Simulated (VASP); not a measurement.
Li:

```
CELL_PARAMETERS angstrom
-1.75465 1.75465 1.75465
1.75465 -1.75465 1.75465
1.75465 1.75465 -1.75465
ATOMIC_POSITIONS crystal
Li 0.00000 0.00000 0.00000
```

| Quantity | Value |
| --- | --- |
| Program | VASP 6.6.1 |
| Task | relaxation of cell and atoms |
| Functional | PBE |
| Potentials or basis | VASP PAW PBE potentials, release 64 (Li_sv) |
| Cutoff | 600 eV |
| k mesh | 11 × 11 × 11 |
| Occupations | fermi-dirac, width 0.05 eV |
| Spin | no spin polarisation |

At the start: pressure -0.9 GPa; volume 21.61 Å³/atom.

How do energy, volume and symmetry change on relaxing?

Over 4 steps the energy falls by 4.9 meV/atom and the volume is 20.01 Å³/atom (-7.4 %); space group Im-3m (No. 229, to 0.05 Å).

The path:
```tsv
step	energy change (eV)	largest force (eV/Å)	pressure (GPa)	volume (Å³)
1	0.0000	0.0000	-0.92	21.61
2	-0.0020	0.0000	-0.73	21.22
3	-0.0048	0.0000	-0.09	20.15
4	-0.0049	0.0000	0.00	20.01
```

Final structure:
```
CELL_PARAMETERS angstrom
-1.71013 1.71013 1.71013
1.71013 -1.71013 1.71013
1.71013 1.71013 -1.71013
ATOMIC_POSITIONS crystal
Li 0.00000 0.00000 0.00000
```

The cell as given is a measured one (21.61 Å³/atom); PBE puts the equilibrium volume -7.4 % from it, thermal expansion not counted.

Caveat: the cutoff is under 1.25 times the usual one of these potentials, so pressure, stress and relaxed cells hold a basis-set (Pulay) error.
